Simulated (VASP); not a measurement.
# BP (F-43m) in VASP: a series of runs, part 2 of 2

VASP 6.6.1.

## Step 3: Single point, PBE

This run uses another cell than the first one, of 11.76 Å³/atom, 1.039 times its volume.

Input file INCAR:

```
  PREC = Accurate
  ENCUT = 520
  EDIFF = 1E-7
  ISMEAR = -1
  SIGMA = 0.02
  LREAL = F
  LASPH = T
  NELM = 60
  ALGO = Normal
  ISIF = 2
  LWAVE = F
  LCHARG = F
  GGA = PE
  NBANDS = 11
```

Input file KPOINTS:

```
Automatic mesh
0
Gamma
  10 10 10
```

Input file POSCAR:

```
BP
1.0
    0.0000000000      2.2741054786      2.2741054786
    2.2741054786      0.0000000000      2.2741054786
    2.2741054786      2.2741054786      0.0000000000
B P
1 1
Direct
    0.0000000000      0.0000000000      0.0000000000
    0.2500000000      0.2500000000      0.2500000000
```

Potentials or basis: VASP PAW PBE potentials, release 64 (B, P).

The run is started by

```
$ cat potpaw_PBE.64/B/POTCAR potpaw_PBE.64/P/POTCAR > POTCAR
$ mpirun -np 1 vasp_std > vasp.out
```

Wall time 10 s (1 thread of AMD EPYC 7R43 (Zen 3), shared host); peak memory 0.1 GiB.

The run converged. Its results:

```
Free energy            : -12.9309 eV
Pressure               : -0.2 GPa
Band gap on the k mesh : 1.25 eV, indirect (least direct gap 3.39 eV)
```

Levels at points of the mesh, in eV from the valence-band top:
```tsv
k point	band 2	band 3	band 4	band 5	band 6	band 7
(0.00, 0.00, 0.00)	0.00	0.00	0.00	3.39	3.39	3.39
(0.50, 0.00, 0.00)	-8.99	-1.75	-1.75	3.74	4.71	4.71
(0.50, 0.50, 0.00)	-8.55	-4.09	-4.09	1.35	1.67	12.06
```

A k mesh can miss the band edges.

## Step 4: Single point, PBEsol

This run uses another cell than the first one, of 11.54 Å³/atom, 1.020 times its volume.

Input file INCAR:

```
PREC = Accurate
ENCUT = 520
EDIFF = 1E-6
ISMEAR = -1
SIGMA = 0.02
LREAL = False
LASPH = True
NELM = 100
ALGO = Normal
ISIF = 2
LWAVE = False
LCHARG = False
GGA = PS
NBANDS = 11
```

KPOINTS is that of step 3.

Input file POSCAR:

```
BP
1.0
    0.0000000000      2.2600598498      2.2600598498
    2.2600598498      0.0000000000      2.2600598498
    2.2600598498      2.2600598498      0.0000000000
B P
1 1
Direct
    0.0000000000      0.0000000000      0.0000000000
    0.2500000000      0.2500000000      0.2500000000
```

Potentials or basis: VASP PAW PBE potentials, release 64 (B, P).

The run is started by

```
$ cat potpaw_PBE.64/B/POTCAR potpaw_PBE.64/P/POTCAR > POTCAR
$ mpirun -np 1 vasp_std > vasp.out
```

OUTCAR:

```text
PREC = Accurate
   ENCUT = 520
   EDIFF = 1E-6
   ISMEAR = -1
   LREAL = False
   LASPH = True
   NELM = 100
   ISIF = 2
   GGA = PS

 ion  position               nearest neighbor table
   1  0.000  0.000  0.000-   2 1.96   2 1.96   2 1.96   2 1.96
   2  0.250  0.250  0.250-   1 1.96   1 1.96   1 1.96   1 1.96

  LATTYP: Found a face centered cubic cell.
 ALAT       =     4.5201196996

  Lattice vectors:

 A1 = (   0.0000000000,   2.2600598498,   2.2600598498)
 A2 = (   2.2600598498,   0.0000000000,   2.2600598498)
 A3 = (   2.2600598498,   2.2600598498,   0.0000000000)

Analysis of symmetry for initial positions (statically):
=====================================================================
 Subroutine PRICEL returns:
 Original cell was already a primitive cell.

 Routine SETGRP: Setting up the symmetry group for a
 face centered cubic supercell.

 Subroutine GETGRP returns: Found 24 space group operations
 (whereof 24 operations were pure point group operations)
 out of a pool of 48 trial point group operations.

The static configuration has the point symmetry T_d .

[... 161 lines left out ...]
 val. band max:        7.5460816518   @ k =   0.0000   0.0000   0.0000
 cond. band min:       8.6616691311   @ k =   0.4000   0.4000   0.0000
 fundamental gap:      1.1155874793
 Fermi energy:         7.9857253068

 k-point     1 :       0.0000    0.0000    0.0000
  band No.  band energies     occupation
      1      -8.0582      2.00000
      2       7.5461      2.00000
      3       7.5461      2.00000
      4       7.5461      2.00000
      5      10.9206      0.00000
      6      10.9206      0.00000
      7      10.9206      0.00000
      8      15.0687      0.00000
      9      18.8701      0.00000
     10      19.7025      0.00000
     11      19.7025      0.00000
[... 309 lines left out ...]
 k-point    24 :       0.4000    0.3000    0.0000
  band No.  band energies     occupation
      1      -5.0761      2.00000
      2       1.3557      2.00000
      3       3.4124      2.00000
      4       3.9651      2.00000
      5       9.2489      0.00000
      6      11.0394      0.00000
      7      17.0775      0.00000
      8      17.0818      0.00000
      9      21.6170      0.00000
     10      22.8758      0.00000
     11      24.6346      0.00000

 [... further k-points ...]
[... 5 lines left out ...]
  --------------------------------------------------------------------------------------
  -------------------------------------------------------------------------------------
  Total        0.0151611      0.0151611      0.0151611     -0.0000000     -0.0000000      0.0000000
  in kB        1.0520878      1.0520878      1.0520878     -0.0000000     -0.0000000      0.0000000
  external PRESSURE =       1.0520878 kB  Pullay stress =       0.0000000 kB

 VOLUME and BASIS-vectors are now :
 -----------------------------------------------------------------------------
  energy-cutoff  :      520.00
  volume of cell :       23.09
      direct lattice vectors                 reciprocal lattice vectors
     0.000000000  2.260059850  2.260059850    -0.221233079  0.221233079  0.221233079
     2.260059850  0.000000000  2.260059850     0.221233079 -0.221233079  0.221233079
     2.260059850  2.260059850  0.000000000     0.221233079  0.221233079 -0.221233079

 POSITION                                       TOTAL-FORCE (eV/Angst)
 -----------------------------------------------------------------------------------
      0.00000      0.00000      0.00000        -0.000000     -0.000000     -0.000000
      1.13003      1.13003      1.13003         0.000000      0.000000      0.000000
 -----------------------------------------------------------------------------------
    total drift:                                0.000000      0.000000      0.000000

  FREE ENERGIE OF THE ION-ELECTRON SYSTEM (eV)
  ---------------------------------------------------
  free  energy   TOTEN  =       -13.6736187805 eV

  energy  without entropy=      -13.6736187805  energy(sigma->0) =      -13.67361878
```

stdout:

```text
POSCAR found type information on POSCAR B P
 POSCAR found :  2 types and       2 ions
 scaLAPACK will be used
 -----------------------------------------------------------------------------
|                                                                             |
|                                                                             |
|     You enforced a specific xc type in the INCAR file but a different       |
|     I HOPE YOU KNOW WHAT YOU ARE DOING!                                     |
|                                                                             |
 -----------------------------------------------------------------------------

 LDA part: xc-table for (Slater+PW92), standard interpolation
 POSCAR, INCAR and KPOINTS ok, starting setup
 FFT: planning ... GRIDC
 FFT: planning ... GRID_SOFT
 FFT: planning ... GRID
 WAVECAR not read
 entering main loop
```

Wall time 9.1 s (1 thread of AMD EPYC 7R43 (Zen 3), shared host); peak memory 0.1 GiB.

Results:

* Free energy: -13.6736 eV
* Pressure: 0.1 GPa
* Band gap on the k mesh: 1.12 eV, indirect (least direct gap 3.37 eV)

Caveat: the PAW data sets were made with another functional, which shifts forces and pressure a little. As with any semilocal functional, this PBEsol gap is likely too small.

## Step 5: Single point, r2SCAN

This run uses another cell than the first one, of 10.97 Å³/atom, 0.969 times its volume.

Input file POSCAR:

```
BP
1.0
    0.0000000000      2.2218805800      2.2218805800
    2.2218805800      0.0000000000      2.2218805800
    2.2218805800      2.2218805800      0.0000000000
B P
1 1
Direct
    0.0000000000      0.0000000000      0.0000000000
    0.2500000000      0.2500000000      0.2500000000
```

Input file INCAR.step1:

```
ALGO = Normal ; EDIFF = 1E-4
ENCUT = 520 ; GGA = PE
ISMEAR = -1 ; LASPH = True
LCHARG = False ; LREAL = False
LWAVE = True ; NBANDS = 11
NELM = 100 ; PREC = Accurate
SIGMA = 0.02
```

Input file INCAR.step2:

```
ALGO = Normal ; EDIFF = 1E-6
ENCUT = 520 ; ISIF = 2
ISMEAR = -1 ; ISTART = 1
LASPH = True ; LCHARG = False
LMIXTAU = True ; LREAL = False
LWAVE = False ; METAGGA = R2SCAN
NBANDS = 11 ; NELM = 100
PREC = Accurate ; SIGMA = 0.02
```

Input file KPOINTS:

```
k-points
0
Gamma
  10 10 10
```

The run is started by

```
$ cat potpaw_PBE.64/B/POTCAR potpaw_PBE.64/P/POTCAR > POTCAR
$ cp INCAR.step1 INCAR
$ mpirun -np 1 vasp_std > vasp.out
$ cp INCAR.step2 INCAR
$ mpirun -np 1 vasp_std > vasp.out
```

Wall time 39 s (1 thread of AMD EPYC 7R43 (Zen 3), shared host); peak memory 0.11 GiB.

The run converged. Its results:

| Quantity | Value |
| --- | --- |
| Free energy | -17.2660 eV |
| Pressure | 11.2 GPa |
| Band gap on the k mesh | 1.36 eV, indirect (least direct gap 3.74 eV) |

Levels at points of the mesh, in eV from the valence-band top:
```
           k point  band 2  band 3  band 4  band 5  band 6  band 7
(0.00, 0.00, 0.00)    0.00    0.00    0.00    3.74    3.74    3.74
(0.50, 0.00, 0.00)   -9.98   -1.94   -1.94    4.54    5.07    5.07
(0.50, 0.50, 0.00)   -9.47   -4.58   -4.58    1.41    1.86   13.69
```

Caveat: the PAW data sets were made with another functional, which shifts forces and pressure a little.

## Step 6: Single point, r2SCAN

This run uses another cell than the first one, of 11.20 Å³/atom, 0.990 times its volume.

Input file POSCAR:

```
BP
1.0
    0.0000000000      2.2375281500      2.2375281500
    2.2375281500      0.0000000000      2.2375281500
    2.2375281500      2.2375281500      0.0000000000
B P
1 1
Direct
    0.0000000000      0.0000000000      0.0000000000
    0.2500000000      0.2500000000      0.2500000000
```

Input file INCAR.step1:

```
ALGO = Normal
EDIFF = 1E-4
ENCUT = 520
GGA = PE
ISMEAR = -1
LASPH = T
LCHARG = F
LREAL = F
LWAVE = T
NBANDS = 11
NELM = 80
PREC = Accurate
SIGMA = 0.02
```

Input file INCAR.step2:

```
ALGO = Normal
EDIFF = 1E-7
ENCUT = 520
ISIF = 2
ISMEAR = -1
ISTART = 1
LASPH = T
LCHARG = T
LELF = T
LMIXTAU = T
LREAL = F
LVHAR = T
LWAVE = F
METAGGA = R2SCAN
NBANDS = 11
NELM = 80
PREC = Accurate
SIGMA = 0.02
```

KPOINTS is that of step 5.

Potentials or basis: VASP PAW PBE potentials, release 64 (B, P).

The run is started by

```
$ cat potpaw_PBE.64/B/POTCAR potpaw_PBE.64/P/POTCAR > POTCAR
$ cp INCAR.step1 INCAR
$ mpirun -np 1 vasp_std > vasp.out
$ cp INCAR.step2 INCAR
$ mpirun -np 1 vasp_std > vasp.out
```

Run time: 49 s. Hardware: 1 thread of AMD EPYC 7R43 (Zen 3), shared host; peak memory 0.1 GiB.

Results (log left out):

```
Free energy            : -17.2926 eV
Pressure               : 6.9 GPa
Band gap on the k mesh : 1.39 eV, indirect (least direct gap 3.71 eV)
```

Levels at points of the mesh, in eV from the valence-band top:
| k point | band 1 | band 2 | band 3 | band 4 | band 5 | band 6 | band 7 | band 8 | band 9 |
| --- | --- | --- | --- | --- | --- | --- | --- | --- | --- |
| (0.00, 0.00, 0.00) | -16.65 | 0.00 | 0.00 | 0.00 | 3.71 | 3.71 | 3.71 | 8.69 | 12.73 |
| (0.50, 0.00, 0.00) | -12.99 | -9.81 | -1.92 | -1.92 | 4.41 | 5.06 | 5.06 | 11.08 | 15.77 |
| (0.50, 0.50, 0.00) | -11.26 | -9.35 | -4.50 | -4.50 | 1.46 | 1.87 | 13.48 | 13.48 | 16.95 |

Caveat: the PAW data sets were made with another functional, which shifts forces and pressure a little. A k mesh can miss the band edges.

## Step 7: Overview

| level | potentials or basis | cell | gap on the mesh (eV) | pressure (GPa) |
| --- | --- | --- | --- | --- |
| LDA | VASP PAW LDA potentials, release 64 (B, P) | a = 3.175 Å, angles 60.0°, 2 atoms | 1.15 | -0.2 |
| PBE | VASP PAW PBE potentials, release 64 (B, P) | a = 3.216 Å, angles 60.0°, 2 atoms | 1.25 | -0.2 |
| PBEsol | VASP PAW PBE potentials, release 64 (B, P) | a = 3.196 Å, angles 60.0°, 2 atoms | 1.12 | 0.1 |
| r2SCAN | VASP PAW PBE potentials, release 64 (B, P) | a = 3.142 Å, angles 60.0°, 2 atoms | 1.36 | 11.2 |
| r2SCAN | VASP PAW PBE potentials, release 64 (B, P) | a = 3.164 Å, angles 60.0°, 2 atoms | 1.39 | 6.9 |

Alike in all rows: task single point; no spin polarisation; k mesh 10 × 10 × 10; cutoff (eV) 520; smearing fermi-dirac 0.02 eV.

Caveats: the PAW data sets were made with another functional, which shifts forces and pressure a little (some runs).

Total energies depend on the potentials used, so only differences within one code and one set of settings carry meaning.
